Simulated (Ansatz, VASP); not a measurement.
# Mg5O in VASP and in Ansatz

INCAR

```
PREC = Accurate
ENCUT = 600
EDIFF = 1E-6
ISMEAR = 0
SIGMA = 0.1
LREAL = False
LASPH = True
NELM = 60
ALGO = Normal
ISIF = 3
LWAVE = False
LCHARG = False
GGA = PE
IBRION = 2
NSW = 100
EDIFFG = -0.01
```

The input KPOINTS:

```
Automatic mesh
0
Gamma
  6 6 6
```

The input POSCAR:

```
Mg5O
1.0
    5.9004836673      0.0000000000      0.0000000000
   -2.9502418336      5.1099687505      0.0000000000
    0.0000000000      0.0000000000      6.6621354412
Mg O
5 1
Direct
    0.5000000000      0.0000000000      0.5000000000
    0.0000000000      0.5000000000      0.5000000000
    0.5000000000      0.5000000000      0.5000000000
    0.0000000000      0.0000000000      0.7279835387
    0.0000000000      0.0000000000      0.2720164613
    0.0000000000      0.0000000000      0.0000000000
```

Input for Ansatz:

```yaml
crystal:
  lattice:
    - [5.9004836673, 0.0, 0.0]
    - [-2.9502418336, 5.1099687505, 0.0]
    - [0.0, 0.0, 6.6621354412]
  atoms:
    - { symbol: Mg, position: [0.5, 0.0, 0.5] }
    - { symbol: Mg, position: [0.0, 0.5, 0.5] }
    - { symbol: Mg, position: [0.5, 0.5, 0.5] }
    - { symbol: Mg, position: [0.0, 0.0, 0.7279835387] }
    - { symbol: Mg, position: [0.0, 0.0, 0.2720164613] }
    - { symbol: O, position: [0.0, 0.0, 0.0] }
basis:
  ecutwfc: 420
kpoints:
  mp_grid: { grid: [6, 6, 6] }
hamiltonian:
  xc: pbe
scf:
  occupations: { method: gaussian, width: 0.1 }
output:
  forces: true
  stress: true
  eigenvalues: true
  write_density: true
  write_potential: true
  elf: true
  volumetric_format: npy
relax:
  adjacent_minimum: "off"
  f_tol: 0.01
  max_steps: 80
  cell: { stress_tol: 0.05 }
```

Alike in both runs: task relaxation of cell and atoms; functional PBE; k mesh 6 × 6 × 6; occupations gaussian, width 0.1 eV; no spin polarisation.

|  | VASP | Ansatz |
| --- | --- | --- |
| version | VASP 6.6.1 | Ansatz 0.2.0 |
| potentials or method | VASP PAW PBE potentials, release 64 (Mg, O), cutoff 600 eV | scalar-relativistic, plane waves, PAW |
| valence electrons in the cell | 16 | 56 |

|  | VASP | Ansatz | Ansatz less VASP |
| --- | --- | --- | --- |
| gap on the k mesh at the Fermi level, each at its own relaxed structure (eV) | none | none | - |
| relaxed volume (Å³/atom) | 33.88 | 33.98 | +0.106 |
| relaxed cell length with the largest relative difference (Å) | 6.676 | 6.689 | +0.0131 |

A gap of «none» marks a metal or a gap that the smearing closes. VASP's potentials hold 16 valence electrons a cell and Ansatz's 56, so a difference there can come from the potentials and not from the codes.
